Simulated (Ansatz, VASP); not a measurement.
**Co in VASP and in Ansatz**

INCAR

```
SYSTEM = Co
PREC = Accurate
ENCUT = 520
EDIFF = 1E-7
ISMEAR = 1
SIGMA = 0.3
LREAL = .FALSE.
LASPH = .TRUE.
NELM = 80
ALGO = Normal
ISIF = 2
LWAVE = .FALSE.
LCHARG = .FALSE.
GGA = PE
NBANDS = 16
```

The input KPOINTS:

```
Automatic mesh
0
G
  15 15 8
  0 0 0
```

The input POSCAR:

```
Co
1.0
    2.4583936733      0.0000000000      0.0000000000
   -1.2291968366      2.1290313736      0.0000000000
    0.0000000000      0.0000000000      3.9606917934
Co
2
Direct
    0.3333333333      0.6666666667      0.2500000000
    0.6666666667      0.3333333333      0.7500000000
```

Input for Ansatz:

```yaml
crystal:
  lattice:
    - [2.4583936733, 0.0, 0.0]
    - [-1.2291968366, 2.1290313736, 0.0]
    - [0.0, 0.0, 3.9606917934]
  atoms:
    - { symbol: Co, position: [0.3333333333, 0.6666666667, 0.25] }
    - { symbol: Co, position: [0.6666666667, 0.3333333333, 0.75] }
hamiltonian:
  xc: pbe
  pseudopotentials:
    kind: paw
    azcp:
      Co: "pseudopotentials/Co.paw.azcp"
basis:
  ecutwfc: 420
  fft_grid_basis: typed
kpoints:
  mp_grid: { grid: [15, 15, 8], shift: [0, 0, 0] }
magnetization:
  spin_polarized: false
scf:
  occupations: { method: cold, width: 0.3 }
  lower_state_search: "off"
output:
  stress: true
```

Alike in both runs: task single point; functional PBE; k mesh 15 × 15 × 8; no spin polarisation.

|  | VASP | Ansatz |
| --- | --- | --- |
| version | VASP 6.6.1 | Ansatz 0.2.0 |
| potentials or method | VASP PAW PBE potentials, release 64 (Co), cutoff 520 eV | plane waves (420 eV) with PAW, scalar-relativistic |
| occupations | methfessel-paxton of order 1, width 0.3 eV | cold, width 0.3 eV |
| valence electrons in the cell | 18 | 34 |

```tsv
	VASP	Ansatz	Ansatz less VASP
pressure (GPa)	-1.7	-0.7	+0.94
traceless stress, the component that is largest in VASP (GPa)	0.11	-0.25	-0.356
```

VASP's potentials hold 18 valence electrons a cell and Ansatz's 34, so a difference there can come from the potentials and not from the codes.
